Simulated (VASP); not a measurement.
# Si: single point with r2SCAN

The system is Si.

```xyz
3
Lattice="4.4311 0.0000 0.0000 -2.2156 3.8375 0.0000 0.0000 0.0000 2.5403" Properties=species:S:1:pos:R:3 pbc="T T T"
Si    0.0000    0.0000    0.0000
Si    0.0000    2.5583    1.2701
Si    2.2156    1.2792    1.2701
```

This isn't the form of Si at room conditions, which is diamond.

| Item | Value |
| --- | --- |
| Program | VASP 6.6.1 |
| Task | single point |
| Functional | r2SCAN |
| Potentials or basis | VASP PAW PBE potentials, release 64 (Si) |
| Cutoff | 550 eV |
| k mesh | 11 × 11 × 16 |
| Occupations | fermi-dirac, width 0.1 eV |
| Spin | no spin polarisation |

The pressure is 0.0 GPa and the band gap on the k mesh is zero (bands 6 and 7 overlap by 7.62 eV).

Stress tensor (GPa, compression positive):
```
 0.32  0.00  0.00
 0.00  0.32  0.00
 0.00  0.00 -0.66
```

Levels at points of the mesh, in eV from the Fermi level:
```tsv
k point	band 4	band 5	band 6	band 7	band 8	band 9
(0.00, 0.00, 0.00)	-4.84	-4.84	-4.81	-4.81	6.70	8.12
(0.00, 0.00, 0.50)	-0.68	-0.68	-0.61	0.57	0.90	0.90
```

Wall time 4.3 min on 1 thread of Intel Xeon 8259CL, on a shared host, peak memory 0.2 GiB.

Caveat: the PAW data sets were made with another functional, which shifts forces and pressure a little.
